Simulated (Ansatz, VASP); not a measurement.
# Li3SiN2: VASP beside Ansatz

```
CELL_PARAMETERS angstrom
3.06497 0.00000 0.00000
0.00000 3.06497 0.00000
0.00000 0.00000 7.12155
ATOMIC_POSITIONS crystal
Li 0.00000 0.00000 0.80217
Li 0.00000 0.00000 0.19783
Li 0.00000 0.00000 0.50000
Si 0.50000 0.50000 0.00000
N 0.50000 0.50000 0.23621
N 0.50000 0.50000 0.76379
```

Change from the starting cell: species swapped into the Li3Tl2Cd type (P4/mmm, No. 123).

Alike in both runs: task relaxation of cell and atoms; functional PBE; k mesh 6 × 6 × 4; occupations gaussian, width 0.1 eV; no spin polarisation.

|  | VASP | Ansatz |
| --- | --- | --- |
| version | VASP 6.6.1 | Ansatz 0.2.0 |
| potentials or method | VASP PAW PBE potentials, release 64 (Li_sv, Si, N), cutoff 600 eV | scalar-relativistic, plane waves, PAW |
| valence electrons in the cell | 23 | 23 |

```csv
,VASP,Ansatz,Ansatz less VASP
"gap on the k mesh at the Fermi level, each at its own relaxed structure (eV)",none,none,-
relaxed volume (Å³/atom),11.15,11.15,0.000
relaxed cell length with the largest relative difference (Å),3.065,3.065,0.0000
```

A gap of «none» marks a metal or a gap that the smearing closes.

Noted on VASP's run: the cutoff is short for stress, so the pressure is rough; the relaxation stopped at its first step, so nothing moved.
